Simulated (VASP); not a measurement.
CaO: single point with PBE

Crystal: CaO.

```
Ca O
1.0
     0.00000    2.44900    2.44900
     2.44900    0.00000    2.44900
     2.44900    2.44900    0.00000
Ca O
1 1
Cartesian
  0.1875 0.0000 0.0000
  2.4490 2.4490 2.4490
```

This cell differs from its parent crystal: all Ca atoms moved +0.188 Å, as atom 1 along Cartesian [1 0 0].

```json
{
 "Program": "VASP 6.6.1",
 "Task": "single point",
 "Functional": "PBE",
 "Potentials or basis": "VASP PAW PBE potentials, release 64 (Ca_sv, O)",
 "Cutoff": "520 eV",
 "k mesh": "8 × 8 × 8",
 "Occupations": "gaussian, width 0.05 eV",
 "Spin": "no spin polarisation"
}
```

The pressure is -2.2 GPa, the largest force is 0.540 eV/Å and the band gap on the k mesh is 3.76 eV, indirect (least direct gap 4.06 eV).

Forces on the atoms (eV/Å):
```
Ca  -0.540  0.000  0.000
O    0.540  0.000  0.000
```

Stress tensor (GPa, compression positive):
```
 0.62  0.00  0.00
 0.00 -3.68  0.00
 0.00  0.00 -3.68
```

Levels at points of the mesh, in eV from the valence-band top:
| k point | band 5 | band 6 | band 7 | band 8 | band 9 | band 10 | band 11 | band 12 |
| --- | --- | --- | --- | --- | --- | --- | --- | --- |
| (0.00, 0.00, 0.00) | -15.32 | -0.01 | 0.00 | 0.00 | 4.34 | 6.21 | 6.34 | 6.34 |
| (0.50, 0.00, 0.00) | -14.34 | -2.41 | -1.00 | -0.98 | 6.85 | 7.77 | 8.20 | 8.43 |
| (0.50, 0.50, 0.00) | -15.06 | -1.24 | -0.47 | -0.30 | 4.00 | 7.67 | 8.77 | 9.28 |
| (0.00, 0.50, 0.50) | -15.03 | -1.17 | -0.30 | -0.30 | 3.76 | 7.60 | 8.71 | 9.28 |

It took 13 s on 1 thread of AMD EPYC 9R45 96-Core Processor (Zen 5) (shared host), peak memory 0.14 GiB.

Caveat: the cell differs from its parent crystal (all Ca atoms moved +0.188 Å, as atom 1 along Cartesian [1 0 0]). A k mesh can miss the band edges.
